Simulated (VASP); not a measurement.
Rh:

```
Rh
1.0
     0.00000    1.83516    1.83516
     1.83516    0.00000    1.83516
     1.83516    1.83516    0.00000
Rh
1
Cartesian
  0.0000 0.0000 0.0000
```

Base run:

* Program: VASP 6.6.1
* Functional: PBE
* Potentials or basis: VASP PAW PBE potentials, release 64 (Rh_pv)
* Cutoff: 520 eV
* k mesh: 22 × 22 × 22
* Occupations: gaussian, width 0.15 eV
* Spin: collinear spin, ferromagnetic start
* Starting moments: [0.375] μB
* Fixed moment: 0.375 μB

Its results: pressure 47.1 GPa; site moments Rh +0.37 μB.

Problem. The run is repeated on the same cell with these changes: fixed moment from 0.375 μB to 0.5 μB; moments at the start from [0.38] to [0.5]. What comes out?

Solution. Pressure 48.3 GPa; site moments Rh +0.49 μB.

Caveats: the cell stands under pressure; the total moment is fixed, so each spin has its own Fermi level and the state may be an excited one.
